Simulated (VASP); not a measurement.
WC4: relaxation of cell and atoms with PBE

The system is WC4.

```
CELL_PARAMETERS angstrom
3.41271 0.00000 0.00000
0.00000 3.41271 0.00000
0.00000 0.00000 3.41271
ATOMIC_POSITIONS crystal
W 0.50000 0.50000 0.50000
C 0.50000 0.00000 0.00000
C 0.00000 0.50000 0.00000
C 0.00000 0.00000 0.50000
C 0.00000 0.00000 0.00000
```

The cell was built from a structure type or drawn by symmetry, and may not be a known phase.

| Property | Result |
| --- | --- |
| Program | VASP 6.6.1 |
| Task | relaxation of cell and atoms |
| Functional | PBE |
| Potentials or basis | VASP PAW PBE potentials, release 64 (W_sv, C) |
| Cutoff | 600 eV |
| k mesh | 12 × 12 × 12 |
| Occupations | gaussian, width 0.1 eV |
| Spin | no spin polarisation |
| Dipole correction | no |
| Further INCAR settings | ALGO = Normal; EDIFF = 1e-06; IBRION = 2; EDIFFG = -0.01; NSW = 100; ISIF = 3 |

| Property | Result |
| --- | --- |
| Relaxed volume | 7.99 Å³/atom |
| Relaxed cell | a = 3.419 Å, b = 3.419 Å, c = 3.419 Å, α = 90.00°, β = 90.00°, γ = 90.00° |
| Space group after relaxing (to 0.1 Å) | Pm-3m (No. 221) |
| Energy gained by relaxing | 0.2 meV/atom |
| Ionic steps | 3 |
| Pressure after relaxing | 0.0 GPa |
| Band gap on the k mesh | zero (bands 15 and 16 overlap by 3.04 eV) |

Step by step:
```tsv
step	energy change (eV)	largest force (eV/Å)	pressure (GPa)	volume (Å³)
1	0.0000	0.0000	1.51	39.75
2	0.0001	0.0000	-1.52	40.18
3	-0.0010	0.0000	-0.02	39.96
```

Final structure:
```
W C
1.0
     3.41878    0.00000    0.00000
     0.00000    3.41878    0.00000
     0.00000    0.00000    3.41878
W C
1 4
Direct
  0.50000 0.50000 0.50000
  0.50000 0.00000 0.00000
  0.00000 0.50000 0.00000
  0.00000 0.00000 0.50000
  0.00000 0.00000 0.00000
```

Levels at points of the mesh, in eV from the Fermi level:
| k point | band 13 | band 14 | band 15 | band 16 | band 17 | band 18 |
| --- | --- | --- | --- | --- | --- | --- |
| (0.00, 0.00, 0.00) | -0.34 | -0.34 | 0.17 | 0.17 | 0.17 | 0.47 |
| (0.50, 0.00, 0.00) | -2.03 | -1.90 | -1.90 | -1.74 | -0.04 | 0.07 |
| (0.50, 0.50, 0.00) | -0.86 | -0.86 | 0.07 | 1.07 | 1.98 | 2.18 |
| (0.50, 0.50, 0.50) | 1.08 | 1.08 | 1.30 | 1.30 | 2.33 | 2.33 |

It took 4.3 min on 1 thread of Intel Xeon 8259CL, with other jobs on the host, peak memory 0.22 GiB.

Caveat: spin-orbit coupling is left out, which moves the levels of the heavy elements.
